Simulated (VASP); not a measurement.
# Au in VASP: settings compared

The runs below take Au through single point, with HSE06, PBE0, PBE.

Everything below comes from runs of VASP 6.6.1. Logs are shortened: lines on timing, memory, paths and dates and some standing lists are left out, and cuts for length are marked.

**1. The cell of the first run**

It takes space group Fm-3m (No. 225, cubic). The conventional cell has a = 4.043 Å, b = 4.043 Å, c = 4.043 Å, α = 90.00°, β = 90.00°, γ = 90.00°. Au (site symmetry m-3m) has 12 Au at 2.86 Å within 3.8 Å.

**2. Single point, HSE06**

File POSCAR:

```
Au
1.0
    0.0000000000      2.0213418704      2.0213418704
    2.0213418704      0.0000000000      2.0213418704
    2.0213418704      2.0213418704      0.0000000000
Au
1
Direct
    0.0000000000      0.0000000000      0.0000000000
```

File INCAR.step1:

```
ALGO = Normal
EDIFF = 1E-5
ENCUT = 520
GGA = PE
ISIF = 2
ISMEAR = -1
LASPH = T
LREAL = F
LWAVE = T
NBANDS = 12
NELM = 60
PREC = Accurate
SIGMA = 0.05
```

File INCAR.step2:

```
ALGO = Normal
EDIFF = 1E-6
ENCUT = 520
GGA = PE
HFSCREEN = 0.2079
ISIF = 2
ISMEAR = -1
ISTART = 1
LASPH = T
LCHARG = T
LELF = T
LHFCALC = T
LREAL = F
LVHAR = T
LWAVE = F
NBANDS = 12
NELM = 60
PREC = Accurate
PRECFOCK = Normal
SIGMA = 0.05
```

File KPOINTS:

```
k-points
0
Gamma
  6 6 6
```

Potentials or basis: VASP PAW PBE potentials, release 64 (Au).

On the command line:

```bash
$ cat potpaw_PBE.64/Au/POTCAR > POTCAR
$ cp INCAR.step1 INCAR
$ mpirun -np 1 vasp_std > vasp.out
$ cp INCAR.step2 INCAR
$ mpirun -np 1 vasp_std > vasp.out
```

OUTCAR:

```text
EDIFF = 1E-6
   ENCUT = 520
   GGA = PE
   HFSCREEN = 0.2079
   ISIF = 2
   ISMEAR = -1
   ISTART = 1
   LASPH = T
   LHFCALC = T
   LREAL = F
   NELM = 60
   PREC = Accurate
   PRECFOCK = Normal

 ion  position               nearest neighbor table
   1  0.000  0.000  0.000-

  LATTYP: Found a face centered cubic cell.
 ALAT       =     4.0426837408

  Lattice vectors:

 A1 = (   0.0000000000,   2.0213418704,   2.0213418704)
 A2 = (   2.0213418704,   0.0000000000,   2.0213418704)
 A3 = (   2.0213418704,   2.0213418704,   0.0000000000)

Analysis of symmetry for initial positions (statically):
=====================================================================
 Subroutine PRICEL returns:
 Original cell was already a primitive cell.

 Routine SETGRP: Setting up the symmetry group for a
 face centered cubic supercell.

 Subroutine GETGRP returns: Found 48 space group operations
 (whereof 48 operations were pure point group operations)
 out of a pool of 48 trial point group operations.

The static configuration has the point symmetry O_h .

Analysis of symmetry for dynamics (positions and initial velocities):
=====================================================================
 Subroutine PRICEL returns:
 Original cell was already a primitive cell.

 Routine SETGRP: Setting up the symmetry group for a
 face centered cubic supercell.

 Subroutine GETGRP returns: Found 48 space group operations
 (whereof 48 operations were pure point group operations)
 out of a pool of 48 trial point group operations.

The dynamic configuration has the point symmetry O_h .

 Subroutine INISYM returns: Found 48 space group operations
 (whereof 48 operations are pure point group operations),
 and found     1 'primitive' translations

----------------------------------------------------------------------------------------

                                     Primitive cell

  volume of cell :      16.5177

  direct lattice vectors                    reciprocal lattice vectors
     0.000000000  2.021341870  2.021341870    -0.247360433  0.247360433  0.247360433
     2.021341870  0.000000000  2.021341870     0.247360433 -0.247360433  0.247360433
     2.021341870  2.021341870  0.000000000     0.247360433  0.247360433 -0.247360433

  length of vectors
     2.858609087  2.858609087  2.858609087     0.428440837  0.428440837  0.428440837

[... 82 lines left out ...]
   EMIN   =  10.00;   EMAX   =-10.00  energy-range for DOS
   EFERMI =   0.00;   METHOD = LEGACY
   ISMEAR =    -1;   SIGMA  =   0.05  broadening in eV -4-tet -1-fermi 0-gaus
   EFERMI_NEDOS =   21; number of points for ismear=-14 and -15
   IALGO  =     38    algorithm
   IMIX   =      1    mixing-type and parameters
     AMIX     =   0.40;   BMIX     =  1.00
     AMIX_MAG =   1.60;   BMIX_MAG =  1.00
  volume/ion in A,a.u.               =      16.52       111.47
  Fermi-wavevector in a.u.,A,eV,Ry     =   1.429627  2.701603 27.808026  2.043832
  Thomas-Fermi vector in A             =   2.549560
   LORBIT       =      0    0 simple, 1 ext, 2 COOP (PROOUT), +10 PAW based schemes
   GGA     = PE    functional components
   LHFCALC =     T    Hartree Fock is set to
   PRECFOCK=normal    Normal, Fast or Accurate (Low or Medium for compatibility)
   ENCUT4O =  -1.0   cutoff for four orbital integrals eV
   NKREDX  =     1    reduce k-point grid by
   NKREDY  =     1    reduce k-point grid by
   NKREDZ  =     1    reduce k-point grid by
   AEXX    =    0.2500 exact exchange contribution
   HFSCREEN=    0.2079 screening length (either q_TF or 0.3 A-1)
   HFSCREENC=   0.2079 screening length for correlation (either q_TF or 0.3 A-1)
   ENCUTFOCK=  -1.0 apply spherical cutoff to Coloumb kernel
   IVDW    =     0    specifies the selected vdW correction
   LEPSILON=     F    determine dielectric tensor
   LRPA    =     F    only Hartree local field effects (RPA)
 non-spin polarized calculation
  energy-cutoff  :      520.00
  volume of cell :       16.52
 maximum number of plane-waves:       459
 NGX is ok and might be reduce to    24
  NGX = 16; NGY = 16; NGZ = 16

 number of electron      10.9999999 magnetization

 Free energy of the ion-electron system (eV)
  ---------------------------------------------------
  ext. energy  EPLUGINS =         0.00000000
  ---------------------------------------------------
  free energy    TOTEN  =        -3.29855421 eV

  energy without entropy =       -3.29112937  energy(sigma->0) =       -3.29484179

 E-fermi :   9.5255     XC(G=0): -10.5122

 val. band max:        9.4997440200   @ k =   0.5000   0.3333   0.1667
 cond. band min:      10.3938930240   @ k =   0.5000   0.1667   0.0000
 fundamental gap:      0.8941490040
 Fermi energy:         9.5254748359

 k-point     1 :       0.0000    0.0000    0.0000
  band No.  band energies     occupation
      1      -1.4872      2.00000
      2       3.7496      2.00000
      3       3.7496      2.00000
      4       3.7496      2.00000
      5       5.4152      2.00000
      6       5.4152      2.00000
      7      25.2441      0.00000
      8      29.6187      0.00000
      9      29.6187      0.00000
     10      29.6187      0.00000
     11      34.5308      0.00000
     12      39.9106      0.00000
[... 211 lines left out ...]
 k-point    16 :      -0.3333    0.5000    0.1667
  band No.  band energies     occupation
      1       1.9326      2.00000
      2       2.2719      2.00000
      3       4.6693      2.00000
      4       5.7821      2.00000
      5       7.2853      2.00000
      6      14.4426      0.00000
      7      15.8566      0.00000
      8      18.8806      0.00000
      9      20.2512      0.00000
     10      32.3583      0.00000
     11      33.0925      0.00000
     12      36.2850      0.00000

------------------------ aborting loop because EDIFF is reached ----------------------------------------

  FORCE on cell =-STRESS in cart. coord.  units (eV):
  Direction    XX          YY          ZZ          XY          YZ          ZX
  --------------------------------------------------------------------------------------
  -------------------------------------------------------------------------------------
  Total        1.2870101      1.2870101      1.2870101      0.0000000      0.0000000      0.0000000
  in kB      124.8369711    124.8369711    124.8369711      0.0000000      0.0000000      0.0000000
  external PRESSURE =     124.8369711 kB  Pullay stress =       0.0000000 kB

 VOLUME and BASIS-vectors are now :
 -----------------------------------------------------------------------------
  energy-cutoff  :      520.00
  volume of cell :       16.52
      direct lattice vectors                 reciprocal lattice vectors
     0.000000000  2.021341870  2.021341870    -0.247360433  0.247360433  0.247360433
     2.021341870  0.000000000  2.021341870     0.247360433 -0.247360433  0.247360433
     2.021341870  2.021341870  0.000000000     0.247360433  0.247360433 -0.247360433

 POSITION                                       TOTAL-FORCE (eV/Angst)
 -----------------------------------------------------------------------------------
      0.00000      0.00000      0.00000         0.000000      0.000000      0.000000
 -----------------------------------------------------------------------------------
    total drift:                               -0.000000     -0.000001     -0.000001

  FREE ENERGIE OF THE ION-ELECTRON SYSTEM (eV)
  ---------------------------------------------------
  free  energy   TOTEN  =        -3.2985542128 eV

  energy  without entropy=       -3.2911293684  energy(sigma->0) =       -3.29484179
```

Wall time 7 min (1 thread of Intel Xeon Platinum 8259CL at 2.50GHz (Skylake/Cascade Lake), shared host); peak memory 0.24 GiB.

Results:

```yaml
Free_energy: -3.2986 eV
Pressure: 12.5 GPa
Band_gap_on_the_k_mesh: zero (an odd number of electrons rules out a gap without spin polarisation)
```

Caveat: the k points lie up to 0.45 Å⁻¹ apart, too coarse for converged energies and pressures of a metal; the PAW data sets were made with another functional, which shifts forces and pressure a little; spin-orbit coupling is left out, which moves the levels of the heavy elements.

**3. Single point, PBE0**

POSCAR is that of step 2.

File INCAR.step1:

```
SYSTEM = Au
PREC     = Accurate       ! precision mode
ENCUT    = 520            ! plane-wave cutoff, eV
EDIFF    = 1E-5           ! SCF threshold, eV
ISMEAR   = -1             ! smearing method
SIGMA    = 0.05           ! smearing width, eV
LREAL    = .False.        ! projectors in reciprocal space
LASPH    = .True.         ! aspherical terms in the spheres
NELM     = 80             ! most SCF steps
ALGO     = Normal         ! electronic algorithm
ISIF     = 2              ! what is computed and relaxed
LWAVE    = .True.         ! write WAVECAR
LCHARG   = .False.        ! write CHGCAR
NBANDS   = 12             ! bands
GGA      = PE             ! functional
```

File INCAR.step2:

```
SYSTEM = Au
PREC     = Accurate       ! precision mode
ENCUT    = 520            ! plane-wave cutoff, eV
EDIFF    = 1E-6           ! SCF threshold, eV
ISMEAR   = -1             ! smearing method
SIGMA    = 0.05           ! smearing width, eV
LREAL    = .False.        ! projectors in reciprocal space
LASPH    = .True.         ! aspherical terms in the spheres
NELM     = 80             ! most SCF steps
ALGO     = Normal         ! electronic algorithm
ISIF     = 2              ! what is computed and relaxed
LWAVE    = .False.        ! write WAVECAR
LCHARG   = .False.        ! write CHGCAR
GGA      = PE             ! functional
LHFCALC  = .True.         ! exact exchange
AEXX     = 0.25           ! exact-exchange fraction
PRECFOCK = Normal       
NBANDS   = 12             ! bands
ISTART   = 1
```

File KPOINTS:

```
regular mesh
0
Gamma
  6 6 6
  0 0 0
```

Potentials or basis: VASP PAW PBE potentials, release 64 (Au).

On the command line:

```bash
$ cat potpaw_PBE.64/Au/POTCAR > POTCAR
$ cp INCAR.step1 INCAR
$ mpirun -np 1 vasp_std > vasp.out
$ cp INCAR.step2 INCAR
$ mpirun -np 1 vasp_std > vasp.out
```

It took 6.6 min on 1 thread of Intel Xeon Platinum 8259CL at 2.50GHz (Skylake/Cascade Lake), shared host; peak memory 0.15 GiB.

Results (log left out):

```
Free energy            : -3.5052 eV
Pressure               : 12.7 GPa
Band gap on the k mesh : zero (an odd number of electrons rules out a gap without spin polarisation)
```

Levels at points of the mesh, in eV from the Fermi level:
| k point | band 2 | band 3 | band 4 | band 5 | band 6 | band 7 | band 8 | band 9 | band 10 | band 11 |
| --- | --- | --- | --- | --- | --- | --- | --- | --- | --- | --- |
| (0.00, 0.00, 0.00) | -6.10 | -6.10 | -6.10 | -4.43 | -4.43 | 16.18 | 20.57 | 20.57 | 20.57 | 25.45 |
| (0.50, 0.00, 0.00) | -6.16 | -6.16 | -2.95 | -2.95 | -1.23 | 4.53 | 15.57 | 19.38 | 19.38 | 27.46 |
| (0.50, 0.50, 0.00) | -8.41 | -3.08 | -2.52 | -2.52 | 1.79 | 7.72 | 11.75 | 11.75 | 19.43 | 22.21 |

Caveat: the k points lie up to 0.45 Å⁻¹ apart, too coarse for converged energies and pressures of a metal; the PAW data sets were made with another functional, which shifts forces and pressure a little; spin-orbit coupling is left out, which moves the levels of the heavy elements.

**4. Single point, HSE06**

This run uses another cell than the first one, of 16.85 Å³/atom.

File POSCAR:

```
Au
1.0
    0.0000000000      2.0350000000      2.0350000000
    2.0350000000      0.0000000000      2.0350000000
    2.0350000000      2.0350000000      0.0000000000
Au
1
Direct
    0.0000000000      0.0000000000      0.0000000000
```

File INCAR.step1:

```
ALGO = Normal ; EDIFF = 1E-5
ENCUT = 520 ; GGA = PE
ISIF = 2 ; ISMEAR = -1
LASPH = True ; LCHARG = False
LREAL = False ; LWAVE = True
NBANDS = 12 ; NELM = 60
PREC = Accurate ; SIGMA = 0.05
```

File INCAR.step2:

```
ALGO = Normal ; EDIFF = 1E-6
ENCUT = 520 ; GGA = PE
HFSCREEN = 0.2079 ; ISIF = 2
ISMEAR = -1 ; ISTART = 1
LASPH = True ; LCHARG = False
LHFCALC = True ; LREAL = False
LWAVE = False ; NBANDS = 12
NELM = 60 ; PREC = Accurate
PRECFOCK = Normal ; SIGMA = 0.05
```

File KPOINTS:

```
k-points
0
Gamma
  6 6 6
```

On the command line:

```bash
$ cat potpaw_PBE.64/Au/POTCAR > POTCAR
$ cp INCAR.step1 INCAR
$ mpirun -np 1 vasp_std > vasp.out
$ cp INCAR.step2 INCAR
$ mpirun -np 1 vasp_std > vasp.out
```

It took 14 min on 1 thread of Intel Xeon Platinum 8259CL at 2.50GHz (Skylake/Cascade Lake), shared host; peak memory 0.24 GiB.

The run converged. Its results:

```yaml
Free_energy: -3.3208 eV
Pressure: 8.3 GPa
Band_gap_on_the_k_mesh: zero (an odd number of electrons rules out a gap without spin polarisation)
```

Levels at points of the mesh, in eV from the Fermi level:
| k point | band 2 | band 3 | band 4 | band 5 | band 6 | band 7 | band 8 | band 9 | band 10 | band 11 |
| --- | --- | --- | --- | --- | --- | --- | --- | --- | --- | --- |
| (0.00, 0.00, 0.00) | -5.64 | -5.64 | -5.64 | -4.03 | -4.03 | 15.76 | 20.02 | 20.02 | 20.02 | 24.86 |
| (0.50, 0.00, 0.00) | -5.70 | -5.70 | -2.63 | -2.63 | -0.87 | 3.95 | 15.15 | 18.74 | 18.74 | 26.67 |
| (0.50, 0.50, 0.00) | -7.87 | -2.74 | -2.22 | -2.22 | 1.45 | 7.06 | 11.22 | 11.22 | 18.74 | 21.44 |

Caveat: the k points lie up to 0.45 Å⁻¹ apart, too coarse for converged energies and pressures of a metal; the PAW data sets were made with another functional, which shifts forces and pressure a little; spin-orbit coupling is left out, which moves the levels of the heavy elements.

**5. Single point, PBE0**

This run uses another cell than the first one, of 16.85 Å³/atom.

POSCAR is that of step 4.

File INCAR.step1:

```
PREC     = Accurate       # precision mode
ENCUT    = 520            # plane-wave cutoff, eV
EDIFF    = 1E-5           # SCF threshold, eV
ISMEAR   = -1             # smearing method
SIGMA    = 0.05           # smearing width, eV
LREAL    = F              # projectors in reciprocal space
LASPH    = T              # aspherical terms in the spheres
NELM     = 60             # most SCF steps
ALGO     = Normal         # electronic algorithm
ISIF     = 2              # what is computed and relaxed
LWAVE    = T              # write WAVECAR
LCHARG   = F              # write CHGCAR
GGA      = PE             # functional
NBANDS   = 12             # bands
```

File INCAR.step2:

```
PREC     = Accurate       # precision mode
ENCUT    = 520            # plane-wave cutoff, eV
EDIFF    = 1E-6           # SCF threshold, eV
ISMEAR   = -1             # smearing method
SIGMA    = 0.05           # smearing width, eV
LREAL    = F              # projectors in reciprocal space
LASPH    = T              # aspherical terms in the spheres
NELM     = 60             # most SCF steps
ALGO     = Normal         # electronic algorithm
ISIF     = 2              # what is computed and relaxed
LWAVE    = F              # write WAVECAR
LCHARG   = F              # write CHGCAR
GGA      = PE             # functional
LHFCALC  = T              # exact exchange
AEXX     = 0.25           # exact-exchange fraction
PRECFOCK = Normal       
ISTART   = 1            
NBANDS   = 12             # bands
```

File KPOINTS:

```
regular mesh
0
Gamma
  6 6 6
```

On the command line:

```bash
$ cat potpaw_PBE.64/Au/POTCAR > POTCAR
$ cp INCAR.step1 INCAR
$ mpirun -np 1 vasp_std > vasp.out
$ cp INCAR.step2 INCAR
$ mpirun -np 1 vasp_std > vasp.out
```

It took 12 min on 1 thread of Intel Xeon Platinum 8259CL at 2.50GHz (Skylake/Cascade Lake), shared host; peak memory 0.16 GiB.

Results (log left out):

```yaml
Free_energy: -3.5279 eV
Pressure: 8.5 GPa
Band_gap_on_the_k_mesh: zero (an odd number of electrons rules out a gap without spin polarisation)
```

Levels at points of the mesh, in eV from the Fermi level:
| k point | band 3 | band 4 | band 5 | band 6 | band 7 | band 8 | band 9 | band 10 |
| --- | --- | --- | --- | --- | --- | --- | --- | --- |
| (0.00, 0.00, 0.00) | -5.96 | -5.96 | -4.35 | -4.35 | 16.22 | 20.49 | 20.49 | 20.49 |
| (0.50, 0.00, 0.00) | -6.02 | -2.92 | -2.92 | -1.11 | 4.42 | 15.61 | 19.24 | 19.24 |
| (0.50, 0.50, 0.00) | -3.05 | -2.51 | -2.51 | 1.87 | 7.56 | 11.70 | 11.70 | 19.21 |

Caveat: the k points lie up to 0.45 Å⁻¹ apart, too coarse for converged energies and pressures of a metal; the PAW data sets were made with another functional, which shifts forces and pressure a little; spin-orbit coupling is left out, which moves the levels of the heavy elements.

(Continued in part 2 of 2.)
